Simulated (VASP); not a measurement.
Runs of VASP 6.6.1 on Ta. The structure is that of space group Im-3m (No. 229), or close to it. The cells are those of the table. 

| task | cell | cutoff (eV) | gap on the mesh (eV) | pressure (GPa) | relaxed volume (Å³/atom) |
| --- | --- | --- | --- | --- | --- |
| relaxation of cell and atoms | relaxed from a = 2.817 Å, angles 109.5°, 1 atom | 600 | none | 0.0 | 17.28 |
| single point | a = 2.817 Å, angles 109.5°, 1 atom | 520 | none | 0.9 | - |
| relaxation of cell and atoms | relaxed from a = 2.819 Å, angles 109.5°, 1 atom | 600 | none | 0.0 | 17.28 |
| single point | a = 2.816 Å, angles 109.5°, 1 atom | 520 | none | (a) | - |

Alike in all rows: level LDA; potentials or basis VASP PAW LDA potentials, release 64 (Ta_pv); no spin polarisation; k mesh 18 × 18 × 18; smearing fermi-dirac 0.05 eV.

Task: Fill in the values left out.

Result: (a) 1.1.

Caveats: spin-orbit coupling is left out, which moves the levels of the heavy elements.

A k mesh can miss the band edges, and the runs leave out spin-orbit coupling on Ta.

A gap of «none» marks levels without a gap at the run's occupations.
